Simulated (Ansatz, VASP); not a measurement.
**TaN in VASP and in Ansatz**

```
Ta N
1.0
     0.00000    2.17900    2.11363
     2.17900    0.00000    2.11363
     2.17900    2.17900    0.00000
Ta N
1 1
Cartesian
  2.1790 2.1790 2.1136
  0.0000 0.0000 0.0000
```

Change from the starting cell: zz strain of -3 %, PAW files.

Alike in both runs: task electric field gradients; functional PBEsol; k mesh 9 × 9 × 9; occupations fermi-dirac, width 0.02 eV; no spin polarisation.

|  | VASP | Ansatz |
| --- | --- | --- |
| version | VASP 6.6.1 | Ansatz 0.2.0 |
| potentials or method | VASP PAW PBE potentials, release 64 (Ta_sv_GW, N) | PAW with Ansatz's default frozen-core files, scalar-relativistic |
| plane-wave cutoff (eV) | 520 | 420 |
| valence electrons in the cell | 18 | 18 |

|  | VASP | Ansatz | Ansatz less VASP |
| --- | --- | --- | --- |
| size of Vzz on the site where it differs most (V/Å²) | 168.3 | 169.2 | +0.89 |

VASP's potentials were made for PBE, not for PBEsol.

Spin-orbit coupling is off throughout.
